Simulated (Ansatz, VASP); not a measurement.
Two plane-wave programs on MgS

File POSCAR:

```
MgS
1.0
    0.0000000000      2.6015179373      2.6015179373
    2.6015179373      0.0000000000      2.6015179373
    2.6015179373      2.6015179373      0.0000000000
Mg S
1 1
Direct
    0.0000000000      0.0000000000      0.0000000000
    0.5000000000      0.5000000000      0.5000000000
```

Contents of INCAR.step1:

```
SYSTEM = MgS
ALGO     = Normal         ! electronic algorithm
EDIFF    = 1E-5           ! SCF threshold, eV
ENCUT    = 660            ! plane-wave cutoff, eV
GGA      = PE             ! functional
GGA_COMPAT= .False.      
ISMEAR   = 0              ! smearing method
LASPH    = .True.         ! aspherical terms in the spheres
LCHARG   = .False.        ! write CHGCAR
LREAL    = .False.        ! projectors in reciprocal space
LWAVE    = .True.         ! write WAVECAR
NBANDS   = 11             ! bands
NELM     = 120            ! most SCF steps
PREC     = Accurate       ! precision mode
SIGMA    = 0.01           ! smearing width, eV
```

Contents of INCAR.step2:

```
SYSTEM = MgS
ALGO     = Normal         ! electronic algorithm
EDIFF    = 1E-6           ! SCF threshold, eV
ENCUT    = 660            ! plane-wave cutoff, eV
GGA_COMPAT= .False.      
ISIF     = 2              ! what is computed and relaxed
ISMEAR   = 0              ! smearing method
ISTART   = 1            
LASPH    = .True.         ! aspherical terms in the spheres
LCHARG   = .True.         ! write CHGCAR
LELF     = .True.         ! ELF
LMIXTAU  = .True.       
LREAL    = .False.        ! projectors in reciprocal space
LVHAR    = .True.       
LWAVE    = .False.        ! write WAVECAR
METAGGA  = R2SCAN         ! meta-GGA
NBANDS   = 11             ! bands
NELM     = 120            ! most SCF steps
PREC     = Accurate       ! precision mode
SIGMA    = 0.01           ! smearing width, eV
```

File KPOINTS:

```
k-points
0
Gamma
  4 4 4
  0 0 0
```

Input for Ansatz:

```yaml
crystal:
  lattice:
    - [0.0, 2.6015179373, 2.6015179373]
    - [2.6015179373, 0.0, 2.6015179373]
    - [2.6015179373, 2.6015179373, 0.0]
  atoms:
    - { symbol: Mg, position: [0.0, 0.0, 0.0] }
    - { symbol: S, position: [0.5, 0.5, 0.5] }
kpoints:
  mp_grid: { grid: [4, 4, 4] }
hamiltonian:
  xc: r2scan
scf:
  occupations: { method: fixed }
  n_extra_bands: 4
output:
  forces: true
  stress: true
  eigenvalues: true
```

Alike in both runs: task single point; functional r2SCAN; k mesh 4 × 4 × 4; no spin polarisation.

|  | VASP | Ansatz |
| --- | --- | --- |
| version | VASP 6.6.1 | Ansatz 0.2.0 |
| potentials or method | VASP PAW PBE potentials, release 64 (Mg, S) | plane waves |
| plane-wave cutoff (eV) | 660 | 500 |
| occupations | gaussian, width 0.01 eV | fixed |
| valence electrons in the cell | 8 | 16 |

|  | VASP | Ansatz | Ansatz less VASP |
| --- | --- | --- | --- |
| gap on the k mesh at the Fermi level (eV) | 3.41 | 3.44 | +0.030 |
| pressure (GPa) | -0.1 | 0.3 | +0.45 |

VASP's potentials were made for PBE, not for r2SCAN. VASP's potentials hold 8 valence electrons a cell and Ansatz's 16, so a difference there can come from the potentials and not from the codes.

The k mesh is coarse, so the values compare programs but aren't converged.
